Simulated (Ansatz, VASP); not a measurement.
Bi: VASP beside Ansatz

```
Bi
1.0
     3.55937    0.00000    0.00000
    -1.77969    3.08251    0.00000
     0.00000    0.00000   12.04072
Bi
4
Direct
  0.00000 0.00000 0.00000
  0.00000 0.00000 0.50000
  0.33333 0.66667 0.25000
  0.66667 0.33333 0.75000
```

Alike in both runs: task single point; functional BLYP; k mesh 11 × 11 × 3; occupations fermi-dirac, width 0.1 eV; no spin polarisation.

|  | VASP | Ansatz |
| --- | --- | --- |
| version | VASP 6.6.1 | Ansatz 0.2.0 |
| potentials or method | VASP PAW PBE potentials, release 64 (Bi_d), cutoff 500 eV | plane waves (420 eV) with PAW, scalar-relativistic |
| valence electrons in the cell | 60 | 60 |

Ansatz gave:

```
pressure (GPa) : 1.8
```

**Question.** Which values does VASP return?

**Answer.** Pressure (GPa): 1.9.

VASP's potentials were made for PBE, not for BLYP. With one functional, cell and mesh, what is left measures potentials, basis and numerics.

Spin-orbit coupling is off throughout.
